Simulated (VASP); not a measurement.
Wanted: the native input for a VASP 6.6.1 run.

| Item | Value |
| --- | --- |
| Task | relaxation of cell and atoms |
| Functional | BLYP |
| Potentials or basis | VASP PAW PBE potentials, release 64 (Mn_sv) |
| Cutoff | 680 eV |
| k mesh | 11 × 11 × 11 |
| Occupations | fermi-dirac, width 0.05 eV |
| Spin | collinear spin, antiferromagnetic start |
| Starting moments | [3.0, -3.0] μB |
| Dipole correction | no |
| Further INCAR settings | ALGO = Normal; EDIFF = 1e-07; IBRION = 2; EDIFFG = -0.01; NSW = 80; ISIF = 3 |

The structure of Mn lies in POSCAR:

```
Mn
1.0
    0.0000000000      2.5125686141      2.5125686141
    2.5125686141      0.0000000000      2.5125686141
    2.5125686141      2.5125686141      0.0000000000
Mn
2
Direct
    0.1250000000      0.1250000000      0.1250000000
    0.8750000000      0.8750000000      0.8750000000
```

This isn't the form of Mn at room conditions, which is a 58-atom cubic cell.

The input as run:

INCAR

```
SYSTEM = Mn
  AGGAC = 1.0
  AGGAX = 1.0
  ALDAC = 0.0
  ALDAX = 1.0
  ALGO = Normal
  EDIFF = 1E-7
  EDIFFG = -0.01
  ENCUT = 680
  GGA = B5
  GGA_COMPAT = .FALSE.
  IBRION = 2
  ISIF = 3
  ISMEAR = -1
  ISPIN = 2
  LASPH = .TRUE.
  LCHARG = .FALSE.
  LMAXMIX = 4
  LORBIT = 11
  LREAL = .FALSE.
  LWAVE = .FALSE.
  MAGMOM = 3 -3
  NELM = 200
  NELMIN = 4
  NSW = 80
  PREC = Accurate
  SIGMA = 0.05
```

KPOINTS

```
k-points
0
G
  11 11 11
  0 0 0
```

Potentials or basis: VASP PAW PBE potentials, release 64 (Mn_sv).

Run with:

```sh
$ cat potpaw_PBE.64/Mn_sv/POTCAR > POTCAR
$ mpirun -np 1 vasp_std > vasp.out
```

It gave:

```json
{
  "Relaxed volume": "17.34 Å³/atom",
  "Relaxed cell": "a = 3.660 Å, b = 3.660 Å, c = 3.660 Å, α = 60.00°, β = 60.00°, γ = 60.00°",
  "Space group after relaxing (to 0.1 Å)": "Fd-3m (No. 227)",
  "Energy gained by relaxing": "28.5 meV/atom",
  "Ionic steps": "3",
  "Pressure after relaxing": "0.0 GPa",
  "Band gap on the k mesh": "zero (filled and empty bands overlap)",
  "Net moment": "0.00 μB per cell",
  "Site moments": "Mn +2.07, -2.07 μB",
  "Valence electrons inside the program's atomic spheres": "Mn 13.09"
}
```

Caveat: the antiferromagnetic order is the one typed at the start, and another may lie lower; the PAW data sets were made with another functional, which shifts forces and pressure a little.

It took 6.2 min on 1 thread of Intel(R) Xeon(R) Platinum 8488C (Sapphire Rapids) (shared host), peak memory 0.23 GiB.
